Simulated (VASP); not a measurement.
Write the native input for VASP 6.6.1 that does the following.

| Quantity | Value |
| --- | --- |
| Task | single point |
| Functional | HSE06 |
| Potentials or basis | VASP PAW PBE potentials, release 64 (H, Ba_sv, Sb) |
| Cutoff | 520 eV |
| k mesh | 3 × 3 × 2 |
| Occupations | methfessel-paxton, width 0.013 eV |
| Spin | no spin polarisation |
| Dipole correction | no |
| Grid for exact exchange (PRECFOCK) | Fast |
| Further INCAR settings | ALGO = Normal; EDIFF = 1e-06; NBANDS = 19 |
| Screening parameter | 0.2079 1/Å |

BaSb2H2:

```xyz
5
Lattice="2.4567 4.2551 0.0000 -2.4567 4.2551 0.0000 0.0000 0.0000 5.3154" Properties=species:S:1:pos:R:3 pbc="T T T"
H    -0.0002    2.8369    0.6549
H     0.0002    5.6733    4.6605
Ba    0.0000    0.0000    0.0000
Sb   -0.0002    2.8369    2.4876
Sb    0.0002    5.6733    2.8278
```

One way to write it, as run:

POSCAR

```
BaSb2H2
1.0
    2.4566930000      4.2551140000      0.0000000000
   -2.4566930000      4.2551140000      0.0000000000
    0.0000000000      0.0000000000      5.3153670000
H Ba Sb
2 1 2
Direct
    0.3333000000      0.3334000000      0.1232000000
    0.6667000000      0.6666000000      0.8768000000
    0.0000000000      0.0000000000      0.0000000000
    0.3333000000      0.3334000000      0.4680000000
    0.6667000000      0.6666000000      0.5320000000
```

INCAR.step1

```
  PREC = Accurate
  ENCUT = 520
  EDIFF = 1E-5
  ISMEAR = 1
  SIGMA = 0.013
  LREAL = False
  LASPH = True
  NELM = 100
  ALGO = Normal
  ISIF = 2
  LWAVE = True
  LCHARG = False
  NBANDS = 19
  GGA = PE
```

INCAR.step2

```
  PREC = Accurate
  ENCUT = 520
  EDIFF = 1E-6
  ISMEAR = 1
  SIGMA = 0.013
  LREAL = False
  LASPH = True
  NELM = 100
  ALGO = Normal
  ISIF = 2
  LWAVE = False
  LCHARG = False
  GGA = PE
  LHFCALC = True
  HFSCREEN = 0.2079
  PRECFOCK = Fast
  NBANDS = 19
  ISTART = 1
```

KPOINTS

```
Automatic mesh
0
Gamma
  3 3 2
```

Potentials or basis: VASP PAW PBE potentials, release 64 (H, Ba_sv, Sb).

Command:

```console
$ cat potpaw_PBE.64/H/POTCAR potpaw_PBE.64/Ba_sv/POTCAR potpaw_PBE.64/Sb/POTCAR > POTCAR
$ cp INCAR.step1 INCAR
$ mpirun -np 1 vasp_std > vasp.out
$ cp INCAR.step2 INCAR
$ mpirun -np 1 vasp_std > vasp.out
```

Results of the run:

```
Pressure               : 4.3 GPa
Largest force          : 1.607 eV/Å
Band gap on the k mesh : zero (band 11 reaches 7.16 eV, above the bottom of band 12 at 4.56 eV)
```

Caveat: the k points lie up to 0.59 Å⁻¹ apart; the PAW data sets were made with another functional, which shifts forces and pressure a little; spin-orbit coupling is left out, which moves the levels of the heavy elements.

Wall time 6 min on 1 thread of Oxide Virtual Turin-like Processor, with other jobs on the host, peak memory 0.31 GiB.
